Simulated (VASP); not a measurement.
# ZrC in VASP: further runs

The runs below take ZrC through single point, with PBE.

All numbers are computed with VASP 6.6.1; they aren't measurements. Logs are shortened: lines on timing, memory, paths and dates and some standing lists are left out, and cuts for length are marked.

## Step 1: The cell of the first run

Symmetry: R-3m, No. 166, trigonal system. The conventional cell has a = 3.307 Å, b = 3.307 Å, c = 8.223 Å, α = 90.00°, β = 90.00°, γ = 120.00°. Within 3.1 Å of Zr (site symmetry -3m) lie 6 C at 2.35 Å. Within 3.1 Å of C (site symmetry -3m) lie 6 Zr at 2.35 Å.

## Step 2: Single point, PBE (equal xy, yz and zx shear strains of +1 %)

INCAR

```
  PREC = Accurate
  ENCUT = 520
  EDIFF = 1E-6
  ISMEAR = -1
  SIGMA = 0.05
  LREAL = F
  LASPH = T
  NELM = 80
  ALGO = Normal
  ISIF = 2
  LWAVE = F
  LCHARG = F
  GGA = PE
  NBANDS = 15
```

KPOINTS

```
Automatic mesh
0
Gamma
  15 15 15
```

POSCAR

```
ZrC
1.0
    0.0235021000      2.3619610500      2.3619610500
    2.3619610500      0.0235021000      2.3619610500
    2.3619610500      2.3619610500      0.0235021000
Zr C
1 1
Direct
    0.5000000000      0.5000000000      0.5000000000
    0.0000000000      0.0000000000      0.0000000000
```

Potentials or basis: VASP PAW PBE potentials, release 64 (Zr_sv, C).

Launch:

```bash
$ cat potpaw_PBE.64/Zr_sv/POTCAR potpaw_PBE.64/C/POTCAR > POTCAR
$ mpirun -np 1 vasp_std > vasp.out
```

OUTCAR:

```text
PREC = Accurate
   ENCUT = 520
   EDIFF = 1E-6
   ISMEAR = -1
   LREAL = F
   LASPH = T
   NELM = 80
   ISIF = 2
   GGA = PE

 ion  position               nearest neighbor table
   1  0.500  0.500  0.500-   2 2.35   2 2.35   2 2.35   2 2.35   2 2.35   2 2.35
   2  0.000  0.000  0.000-   1 2.35   1 2.35   1 2.35   1 2.35   1 2.35   1 2.35

  LATTYP: Found a trigonal (rhomboedric) cell.
 ALAT       =     3.3404000288
 COS(alpha) =     0.5099250056

  Lattice vectors:

 A1 = (   0.0235021000,   2.3619610500,   2.3619610500)
 A2 = (   2.3619610500,   0.0235021000,   2.3619610500)
 A3 = (   2.3619610500,   2.3619610500,   0.0235021000)

Analysis of symmetry for initial positions (statically):
=====================================================================
 Subroutine PRICEL returns:
 Original cell was already a primitive cell.

 Routine SETGRP: Setting up the symmetry group for a
 trigonal (rhombohedral) supercell.

 Subroutine GETGRP returns: Found 12 space group operations
 (whereof 12 operations were pure point group operations)
 out of a pool of 12 trial point group operations.

The static configuration has the point symmetry D_3d.

Analysis of symmetry for dynamics (positions and initial velocities):
=====================================================================
 Subroutine PRICEL returns:
 Original cell was already a primitive cell.

 Routine SETGRP: Setting up the symmetry group for a
 trigonal (rhombohedral) supercell.

 Subroutine GETGRP returns: Found 12 space group operations
 (whereof 12 operations were pure point group operations)
 out of a pool of 12 trial point group operations.

The dynamic configuration has the point symmetry D_3d.

 Subroutine INISYM returns: Found 12 space group operations
 (whereof 12 operations are pure point group operations),
 and found     1 'primitive' translations

----------------------------------------------------------------------------------------

                                     Primitive cell

  volume of cell :      25.9608

  direct lattice vectors                    reciprocal lattice vectors
     0.023502100  2.361961050  2.361961050    -0.214874521  0.212757531  0.212757531
     2.361961050  0.023502100  2.361961050     0.212757531 -0.214874521  0.212757531
     2.361961050  2.361961050  0.023502100     0.212757531  0.212757531 -0.214874521

  length of vectors
[... 85 lines left out ...]
   NSW    =      0    number of steps for IOM
   IBRION =     -1    ionic relax: 0-MD 1-quasi-New 2-CG
   NFREE  =      0    steps in history (QN), initial steepest desc. (CG)
   ISIF   =      2    stress and relaxation
   ISYM   =      2    0-nonsym 1-usesym 2-fastsym
   POTIM  = 0.5000    time-step for ionic-motion
   TEBEG  =    0.0;   TEEND  =   0.0 temperature during run
   PSTRESS=    0.0 pullay stress
   NELECT =      16.0000    total number of electrons
   NUPDOWN=      -1.0000    fix difference up-down
   EMIN   =  10.00;   EMAX   =-10.00  energy-range for DOS
   EFERMI =   0.00;   METHOD = LEGACY
   ISMEAR =    -1;   SIGMA  =   0.05  broadening in eV -4-tet -1-fermi 0-gaus
   EFERMI_NEDOS =   21; number of points for ismear=-14 and -15
   IALGO  =     38    algorithm
   IMIX   =      4    mixing-type and parameters
     AMIX     =   0.40;   BMIX     =  1.00
     AMIX_MAG =   1.60;   BMIX_MAG =  1.00
  volume/ion in A,a.u.               =      12.98        87.60
  Fermi-wavevector in a.u.,A,eV,Ry     =   1.393186  2.632739 26.408447  1.940966
  Thomas-Fermi vector in A             =   2.516856
   LORBIT       =      0    0 simple, 1 ext, 2 COOP (PROOUT), +10 PAW based schemes
   GGA     = PE    functional components
   LHFCALC =     F    Hartree Fock is set to
   AEXX    =    0.0000 exact exchange contribution
   IVDW    =     0    specifies the selected vdW correction
   LEPSILON=     F    determine dielectric tensor
   LRPA    =     F    only Hartree local field effects (RPA)
 non-spin polarized calculation
  energy-cutoff  :      520.00
  volume of cell :       25.96
 maximum number of plane-waves:       713
 NGX is ok and might be reduce to    28
   NGX = 13   NGY = 13   NGZ = 13

 number of electron      16.0000000 magnetization

 Free energy of the ion-electron system (eV)
  ---------------------------------------------------
  ext. energy  EPLUGINS =         0.00000000
  ---------------------------------------------------
  free energy    TOTEN  =       -19.45835335 eV

  energy without entropy =      -19.45577987  energy(sigma->0) =      -19.45706661

 E-fermi :   9.6067     XC(G=0): -12.1338

 val. band max:        9.6038567298   @ k =   0.4000   0.4000   0.0667
 cond. band min:       9.6106916473   @ k =   0.4667   0.4667  -0.0000
 fundamental gap:      0.0068349174
 Fermi energy:         9.6067026763

 k-point     1 :       0.0000    0.0000    0.0000
  band No.  band energies     occupation
      1     -38.4912      2.00000
      2     -16.2123      2.00000
      3     -16.1960      2.00000
      4     -16.1960      2.00000
      5      -1.6936      2.00000
      6      10.4861      0.00000
      7      10.5804      0.00000
      8      10.5804      0.00000
      9      10.5808      0.00000
     10      10.7690      0.00000
     11      10.7690      0.00000
     12      12.4297      0.00000
     13      12.4297      0.00000
     14      16.9268      0.00000
[... 401 lines left out ...]
      2     -16.4424      2.00000
      3     -16.2784      2.00000
      4     -16.2579      2.00000
      5      -0.9125      2.00000
      6       7.2787      2.00000
      7       8.9438      2.00000
      8       9.1319      1.99985
      9      10.1949      0.00002
     10      12.5254      0.00000
     11      12.9959      0.00000
     12      13.5746      0.00000
     13      15.4957      0.00000
     14      19.0049      0.00000
     15      22.2441      0.00000

 [... further k-points ...]
[... 5 lines left out ...]
  --------------------------------------------------------------------------------------
  -------------------------------------------------------------------------------------
  Total        0.2337354      0.2337354      0.2337354     -0.2533960     -0.2533960     -0.2533960
  in kB       14.4250577     14.4250577     14.4250577    -15.6384163    -15.6384163    -15.6384163
  external PRESSURE =      14.4250577 kB  Pullay stress =       0.0000000 kB

 VOLUME and BASIS-vectors are now :
 -----------------------------------------------------------------------------
  energy-cutoff  :      520.00
  volume of cell :       25.96
      direct lattice vectors                 reciprocal lattice vectors
     0.023502100  2.361961050  2.361961050    -0.214874521  0.212757531  0.212757531
     2.361961050  0.023502100  2.361961050     0.212757531 -0.214874521  0.212757531
     2.361961050  2.361961050  0.023502100     0.212757531  0.212757531 -0.214874521

 POSITION                                       TOTAL-FORCE (eV/Angst)
 -----------------------------------------------------------------------------------
      2.37371      2.37371      2.37371         0.000000      0.000000     -0.000000
      0.00000      0.00000      0.00000        -0.000000     -0.000000      0.000000
 -----------------------------------------------------------------------------------
    total drift:                                0.000000      0.000000      0.000000

  FREE ENERGIE OF THE ION-ELECTRON SYSTEM (eV)
  ---------------------------------------------------
  free  energy   TOTEN  =       -19.4583533523 eV

  energy  without entropy=      -19.4557798732  energy(sigma->0) =      -19.45706661
```

OSZICAR:

```text
N       E                     dE             d eps       ncg     rms          rms(c)
DAV:   1     0.100370925612E+03    0.10037E+03   -0.85770E+03 10328   0.108E+03
DAV:   2    -0.167167250370E+02   -0.11709E+03   -0.10952E+03 13134   0.287E+02
DAV:   3    -0.227892808344E+02   -0.60726E+01   -0.60347E+01 17169   0.555E+01
DAV:   4    -0.229257856073E+02   -0.13650E+00   -0.13643E+00 12568   0.589E+00
DAV:   5    -0.229272106674E+02   -0.14251E-02   -0.14250E-02 13676   0.533E-01    0.204E+01
DAV:   6    -0.195751036622E+02    0.33521E+01   -0.63685E+00 12241   0.227E+01    0.706E+00
DAV:   7    -0.194734234791E+02    0.10168E+00   -0.62235E-01 11796   0.592E+00    0.618E+00
DAV:   8    -0.194981941550E+02   -0.24771E-01   -0.34100E-01 12631   0.455E+00    0.523E+00
DAV:   9    -0.194596597285E+02    0.38534E-01   -0.63807E-02 11559   0.184E+00    0.990E-01
DAV:  10    -0.194583607946E+02    0.12989E-02   -0.65321E-03 13722   0.657E-01    0.876E-02
DAV:  11    -0.194583605982E+02    0.19636E-06   -0.17453E-04 11737   0.126E-01    0.530E-02
DAV:  12    -0.194583549480E+02    0.56502E-05   -0.41502E-06 13139   0.176E-02    0.152E-02
DAV:  13    -0.194583533614E+02    0.15866E-05   -0.21197E-06 12945   0.932E-03    0.298E-03
DAV:  14    -0.194583533523E+02    0.91611E-08   -0.79876E-08  6581   0.190E-03
   1 F= -.19458353E+02 E0= -.19457067E+02  d E =-.257348E-02
```

Run time: 74 s. Hardware: 1 thread of Intel Xeon 6975P-C (Granite Rapids), shared host; peak memory 0.26 GiB.

What came out:

```yaml
Free_energy: -19.4584 eV
Pressure: 1.4 GPa
Band_gap_on_the_k_mesh: zero (band 8 reaches 10.58 eV, above the bottom of band 9 at 9.29 eV)
```

Stress tensor (GPa, compression positive):
```
 1.44 -1.56 -1.56
-1.56  1.44 -1.56
-1.56 -1.56  1.44
```

Levels at points of the mesh, in eV from the Fermi level:
| k point | band 4 | band 5 | band 6 | band 7 | band 8 | band 9 | band 10 | band 11 | band 12 | band 13 |
| --- | --- | --- | --- | --- | --- | --- | --- | --- | --- | --- |
| (0.00, 0.00, 0.00) | -25.80 | -11.30 | 0.88 | 0.97 | 0.97 | 0.97 | 1.16 | 1.16 | 2.82 | 2.82 |

Caveat: the cell differs from its parent crystal (equal xy, yz and zx shear strains of +1 %).

## Step 3: Single point, PBE (volume scaled by 1.02)

INCAR

```
SYSTEM = ZrC
PREC     = Accurate       ! precision mode
ENCUT    = 520            ! plane-wave cutoff, eV
EDIFF    = 1E-7           ! SCF threshold, eV
ISMEAR   = -1             ! smearing method
SIGMA    = 0.05           ! smearing width, eV
LREAL    = .FALSE.        ! projectors in reciprocal space
LASPH    = .TRUE.         ! aspherical terms in the spheres
NELM     = 100            ! most SCF steps
ALGO     = Normal         ! electronic algorithm
ISIF     = 2              ! what is computed and relaxed
LWAVE    = .FALSE.        ! write WAVECAR
LCHARG   = .FALSE.        ! write CHGCAR
GGA      = PE             ! functional
NBANDS   = 15             ! bands
```

KPOINTS

```
Automatic mesh
0
G
  15 15 15
  0 0 0
```

POSCAR

```
ZrC
1.0
    0.0000000000      2.3657747582      2.3657747582
    2.3657747582      0.0000000000      2.3657747582
    2.3657747582      2.3657747582      0.0000000000
Zr C
1 1
Direct
    0.5000000000      0.5000000000      0.5000000000
    0.0000000000      0.0000000000      0.0000000000
```

Potentials or basis: VASP PAW PBE potentials, release 64 (Zr_sv, C).

Launch:

```bash
$ cat potpaw_PBE.64/Zr_sv/POTCAR potpaw_PBE.64/C/POTCAR > POTCAR
$ mpirun -np 1 vasp_std > vasp.out
```

Wall time 54 s (1 thread of Intel Xeon Platinum 8259CL at 2.50GHz (Skylake/Cascade Lake), shared host); peak memory 0.19 GiB.

The run converged. Its results:

```
Free energy            : -19.4599 eV
Pressure               : -2.9 GPa
Band gap on the k mesh : zero (band 8 reaches 10.32 eV, above the bottom of band 9 at 9.02 eV)
```

Levels at points of the mesh, in eV from the Fermi level:
| k point | band 5 | band 6 | band 7 | band 8 | band 9 | band 10 | band 11 | band 12 |
| --- | --- | --- | --- | --- | --- | --- | --- | --- |
| (0.00, 0.00, 0.00) | -11.23 | 0.94 | 0.94 | 0.94 | 1.10 | 1.10 | 1.10 | 2.77 |

## Step 4: Single point, PBE (volume scaled by 1.04)

INCAR

```
SYSTEM = ZrC
PREC = Accurate
ENCUT = 520
EDIFF = 1E-6
ISMEAR = -1
SIGMA = 0.05
LREAL = .FALSE.
LASPH = .TRUE.
NELM = 100
ALGO = Normal
ISIF = 2
LWAVE = .FALSE.
LCHARG = .FALSE.
GGA = PE
NBANDS = 15
```

KPOINTS

```
regular mesh
0
G
  15 15 15
  0 0 0
```

POSCAR

```
ZrC
1.0
    0.0000000000      2.3811373624      2.3811373624
    2.3811373624      0.0000000000      2.3811373624
    2.3811373624      2.3811373624      0.0000000000
Zr C
1 1
Direct
    0.5000000000      0.5000000000      0.5000000000
    0.0000000000      0.0000000000      0.0000000000
```

Launch:

```bash
$ cat potpaw_PBE.64/Zr_sv/POTCAR potpaw_PBE.64/C/POTCAR > POTCAR
$ mpirun -np 1 vasp_std > vasp.out
```

Wall time 56 s (1 thread of Intel Xeon Platinum 8259CL at 2.50GHz (Skylake/Cascade Lake), shared host); peak memory 0.19 GiB.

It converged, with:

* Free energy: -19.4443 eV
* Pressure: -6.8 GPa
* Band gap on the k mesh: zero (band 8 reaches 10.09 eV, above the bottom of band 9 at 8.81 eV)

Levels at points of the mesh, in eV from the Fermi level:
| k point | band 6 | band 7 | band 8 | band 9 | band 10 | band 11 |
| --- | --- | --- | --- | --- | --- | --- |
| (0.00, 0.00, 0.00) | 0.94 | 0.94 | 0.94 | 1.09 | 1.09 | 1.09 |

## Step 5: Summary

```csv
cell,gap on the mesh (eV),pressure (GPa)
"a = 3.340 Å, angles 59.3°, 2 atoms",none,1.4
"a = 3.346 Å, angles 60.0°, 2 atoms",none,-2.9
"a = 3.367 Å, angles 60.0°, 2 atoms",none,-6.8
```

Alike in all rows: task single point; level PBE; potentials or basis VASP PAW PBE potentials, release 64 (Zr_sv, C); no spin polarisation; k mesh 15 × 15 × 15; cutoff (eV) 520; smearing fermi-dirac 0.05 eV.

Total energies depend on the potentials used, so only differences within one code and one set of settings carry meaning.
